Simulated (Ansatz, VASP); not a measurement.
## One calculation of ZrB2, two programs

The input INCAR:

```
SYSTEM = ZrB2
PREC = Accurate
ENCUT = 520
EDIFF = 1E-7
ISMEAR = 0
SIGMA = 0.15
LREAL = .False.
LASPH = .True.
NELM = 100
ALGO = Normal
ISIF = 2
LWAVE = .False.
LCHARG = .False.
GGA = CA
NBANDS = 16
```

Contents of KPOINTS:

```
regular mesh
0
Gamma
  18 18 12
  0 0 0
```

The input POSCAR:

```
ZrB2
1.0
    3.3722624615      0.0000000000      0.0000000000
   -1.6861312308      2.9204649599      0.0000000000
    0.0000000000      0.0000000000      3.1308084693
Zr B
1 2
Direct
    0.0000000000      0.0000000000      0.0000000000
    0.3333333333      0.6666666667      0.5000000000
    0.6666666667      0.3333333333      0.5000000000
```

Input for Ansatz:

```yaml
crystal:
  lattice:
    - [3.3722624615, 0.0, 0.0]
    - [-1.6861312308, 2.9204649599, 0.0]
    - [0.0, 0.0, 3.1308084693]
  atoms:
    - { symbol: Zr, position: [0.0, 0.0, 0.0] }
    - { symbol: B, position: [0.3333333333, 0.6666666667, 0.5] }
    - { symbol: B, position: [0.6666666667, 0.3333333333, 0.5] }
basis:
  ecutwfc: 520.0
kpoints:
  mp_grid: { grid: [18, 18, 12] }
hamiltonian:
  xc: lda
  pseudopotentials: { kind: paw }
scf:
  occupations: { method: gaussian, width: 0.15 }
output:
  forces: true
  stress: true
  eigenvalues: true
```

Alike in both runs: task single point; functional LDA; k mesh 18 × 18 × 12; occupations gaussian, width 0.15 eV; no spin polarisation.

|  | VASP | Ansatz |
| --- | --- | --- |
| version | VASP 6.6.1 | Ansatz 0.2.0 |
| potentials or method | VASP PAW LDA potentials, release 64 (Zr_sv, B), cutoff 520 eV | scalar-relativistic, plane waves, PAW |
| valence electrons in the cell | 18 | 18 |

|  | VASP | Ansatz | Ansatz less VASP |
| --- | --- | --- | --- |
| gap on the k mesh at the Fermi level (eV) | none | none | - |
| pressure (GPa) | -8.7 | -9.2 | -0.49 |
| traceless stress, the component that is largest in VASP (GPa) | 38.03 | 38.02 | -0.010 |

LDA's correlation is that of Perdew and Zunger in VASP and of Perdew and Wang (1992) in Ansatz. A gap of «none» marks a metal or a gap that the smearing closes.
